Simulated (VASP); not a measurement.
Set up this calculation in VASP 6.6.1, as the native input.

```
Task                   : single point
Functional             : r2SCAN
Potentials or basis    : VASP PAW PBE potentials, release 64 (Sn_d, O)
Cutoff                 : 520 eV
k mesh                 : 6 × 6 × 6
Occupations            : gaussian, width 0.01 eV
Spin                   : no spin polarisation
Dipole correction      : no
Further INCAR settings : ALGO = Normal; EDIFF = 1e-07; NBANDS = 20
```

SnO2:

```
Sn O
1.0
     0.00000    2.53347    2.53347
     2.53347    0.00000    2.53347
     2.53347    2.53347    0.00000
Sn O
1 2
Direct
  0.00000 0.00000 0.00000
  0.25000 0.25000 0.25000
  0.75000 0.75000 0.75000
```

One way to write it, as run:

POSCAR

```
SnO2
1.0
    0.0000000000      2.5334669716      2.5334669716
    2.5334669716      0.0000000000      2.5334669716
    2.5334669716      2.5334669716      0.0000000000
Sn O
1 2
Direct
    0.0000000000      0.0000000000      0.0000000000
    0.2500000000      0.2500000000      0.2500000000
    0.7500000000      0.7500000000      0.7500000000
```

INCAR.step1

```
SYSTEM = SnO2
ALGO = Normal
EDIFF = 1E-4
ENCUT = 520
GGA = PE
ISMEAR = 0
LASPH = .True.
LCHARG = .False.
LREAL = .False.
LWAVE = .True.
NBANDS = 20
NELM = 60
PREC = Accurate
SIGMA = 0.01
```

INCAR.step2

```
SYSTEM = SnO2
ALGO = Normal
EDIFF = 1E-7
ENCUT = 520
ISIF = 2
ISMEAR = 0
ISTART = 1
LASPH = .True.
LCHARG = .False.
LMIXTAU = .True.
LREAL = .False.
LWAVE = .False.
METAGGA = R2SCAN
NBANDS = 20
NELM = 60
PREC = Accurate
SIGMA = 0.01
```

KPOINTS

```
k-points
0
Gamma
  6 6 6
  0 0 0
```

Potentials or basis: VASP PAW PBE potentials, release 64 (Sn_d, O).

Command:

```console
$ cat potpaw_PBE.64/Sn_d/POTCAR potpaw_PBE.64/O/POTCAR > POTCAR
$ cp INCAR.step1 INCAR
$ mpirun -np 1 vasp_std > vasp.out
$ cp INCAR.step2 INCAR
$ mpirun -np 1 vasp_std > vasp.out
```

Results of the run:

```yaml
Pressure: 1.4 GPa
Band_gap_on_the_k_mesh: 0.88 eV, indirect (least direct gap 2.29 eV)
```

Caveat: the PAW data sets were made with another functional, which shifts forces and pressure a little; spin-orbit coupling is left out, which moves the levels of the heavy elements.

Run time: 59 s on 1 thread of Intel(R) Xeon(R) Platinum 8259CL CPU @ 2.50GHz (Skylake/Cascade Lake), on a shared host, peak memory 0.17 GiB.
